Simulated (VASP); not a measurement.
Set up this calculation in VASP 6.6.1, as the native input.

- Task: single point
- Functional: PBE
- Potentials or basis: VASP PAW PBE potentials, release 64 (Sn_d, O)
- Cutoff: 520 eV
- k mesh: 6 × 6 × 8
- Occupations: gaussian, width 0.05 eV
- Spin: no spin polarisation
- Dipole correction: no
- Further INCAR settings: ALGO = Normal; EDIFF = 1e-06; NBANDS = 35

The structure of SnO2 lies in POSCAR:

```
SnO2
1.0
    4.7373500000      0.0000000000      0.0000000000
    0.0000000000      4.7373500000      0.0000000000
    0.0000000000      0.0000000000      3.1864000000
Sn O
2 4
Direct
    0.0167919856      0.0167919856      0.0000000000
    0.5000000000      0.5000000000      0.5000000000
    0.3056200000      0.3056200000      0.0000000000
    0.1943800000      0.8056200000      0.5000000000
    0.6943800000      0.6943800000      0.0000000000
    0.8056200000      0.1943800000      0.5000000000
```

This cell differs from its parent crystal: atom 1 (Sn) moved +0.113 Å towards its neighbour atom 3 (O) at 2.048 Å.

These files were run (other wordings do the same):

INCAR

```
PREC = Accurate
ENCUT = 520
EDIFF = 1E-6
ISMEAR = 0
SIGMA = 0.05
LREAL = False
LASPH = True
NELM = 80
ALGO = Normal
ISIF = 2
LWAVE = False
LCHARG = False
GGA = PE
NBANDS = 35
```

KPOINTS

```
regular mesh
0
Gamma
  6 6 8
```

Potentials or basis: VASP PAW PBE potentials, release 64 (Sn_d, O).

Command:

```sh
$ cat potpaw_PBE.64/Sn_d/POTCAR potpaw_PBE.64/O/POTCAR > POTCAR
$ mpirun -np 1 vasp_std > vasp.out
```

It gave:

```
Pressure               : 12.5 GPa
Largest force          : 2.979 eV/Å
Band gap on the k mesh : 1.16 eV
```

Caveat: the cell differs from its parent crystal (atom 1 (Sn) moved +0.113 Å towards its neighbour atom 3 (O) at 2.048 Å); the cell stands under pressure; spin-orbit coupling is left out, which moves the levels of the heavy elements; forces of over 1 eV/Å act on the atoms, so gaps and moduli don't describe the material at rest.

It took 2.4 min on 1 thread of Intel Xeon 8259CL, with other jobs on the host, peak memory 0.26 GiB.
